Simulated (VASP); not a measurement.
Input of a VASP 6.6.1 run:

File INCAR:

```
  PREC = Accurate
  ENCUT = 600
  EDIFF = 1E-7
  ISMEAR = 0
  SIGMA = 0.1
  LREAL = F
  LASPH = T
  NELM = 120
  ALGO = Normal
  ISIF = 4
  LWAVE = F
  LCHARG = F
  GGA = PE
  IBRION = 2
  NSW = 50
  EDIFFG = -0.01
  GGA_COMPAT = F
  NELMIN = 4
```

KPOINTS

```
Automatic mesh
0
Gamma
  18 18 10
```

Contents of POSCAR:

```
Os
1.0
    2.6952129125      0.0000000000      0.0000000000
   -1.3476064562      2.3341228509      0.0000000000
    0.0000000000      0.0000000000      4.2663923114
Os
2
Direct
    0.3333333333      0.6666666667      0.2500000000
    0.6666666667      0.3333333333      0.7500000000
```

Potentials or basis: VASP PAW PBE potentials, release 64 (Os).

Launch:

```bash
$ cat potpaw_PBE.64/Os/POTCAR > POTCAR
$ mpirun -np 1 vasp_std > vasp.out
```

Task: Predict the band gap on the k mesh.

Result: Zero (bands 8 and 9 overlap by 4.23 eV).

Final structure:
```cif
data_structure
_symmetry_space_group_name_H-M 'P 1'
_symmetry_Int_Tables_number 1
_cell_length_a 2.6941
_cell_length_b 2.6941
_cell_length_c 4.2699
_cell_angle_alpha 90.000
_cell_angle_beta 90.000
_cell_angle_gamma 120.000
_cell_volume 26.84
loop_
_atom_site_label
_atom_site_type_symbol
_atom_site_fract_x
_atom_site_fract_y
_atom_site_fract_z
_atom_site_occupancy
Os1 Os 0.33333 0.66667 0.25000 1
Os2 Os 0.66667 0.33333 0.75000 1
```

Caveat: spin-orbit coupling is left out, which moves the levels of the heavy elements.
